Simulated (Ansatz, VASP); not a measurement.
# As: VASP beside Ansatz

INCAR

```
SYSTEM = As
ALGO     = Normal         ! electronic algorithm
EDIFF    = 1E-6           ! SCF threshold, eV
ENCUT    = 520            ! plane-wave cutoff, eV
GGA      = PE             ! functional
ISIF     = 2              ! what is computed and relaxed
ISMEAR   = -1             ! smearing method
LASPH    = .TRUE.         ! aspherical terms in the spheres
LCHARG   = .FALSE.        ! write CHGCAR
LREAL    = .FALSE.        ! projectors in reciprocal space
LWAVE    = .FALSE.        ! write WAVECAR
NBANDS   = 8              ! bands
NELM     = 80             ! most SCF steps
PREC     = Accurate       ! precision mode
SIGMA    = 0.08           ! smearing width, eV
```

The input KPOINTS:

```
k-points
0
G
  15 15 15
  0 0 0
```

File POSCAR:

```
As
1.0
    2.5121885661      0.0000000000      0.0000000000
    0.0000000000      2.5121885661      0.0000000000
    0.0000000000      0.0000000000      2.5121885661
As
1
Direct
    0.0000000000      0.0000000000      0.0000000000
```

Input for Ansatz:

```yaml
crystal:
  lattice:
    - [2.5121885661, 0.0, 0.0]
    - [0.0, 2.5121885661, 0.0]
    - [0.0, 0.0, 2.5121885661]
  atoms:
    - { symbol: As, position: [0.0, 0.0, 0.0] }
kpoints:
  mp_grid: { grid: [15, 15, 15] }
scf:
  occupations: { method: fermi_dirac, width: 0.08 }
hamiltonian:
  xc: pbe
  pseudopotentials: { kind: all_electron, lapw: { basis_error: 0.001 } }
output:
  forces: true
  stress: true
  eigenvalues: true
  populations: true
```

Change from the starting cell: volume scaled by 0.78, LAPW.

Alike in both runs: task single point; functional PBE; k mesh 15 × 15 × 15; occupations fermi-dirac, width 0.08 eV; no spin polarisation.

|  | VASP | Ansatz |
| --- | --- | --- |
| version | VASP 6.6.1 | Ansatz 0.2.0 |
| potentials or method | VASP PAW PBE potentials, release 64 (As), cutoff 520 eV | all-electron LAPW, scalar-relativistic |

|  | VASP | Ansatz | Ansatz less VASP |
| --- | --- | --- | --- |
| pressure (GPa) | 35.1 | 34.2 | -0.90 |

Both programs put the cell under a high pressure, so it lies far from rest at this level. Ansatz ran all-electron here, and VASP with PAW potentials.
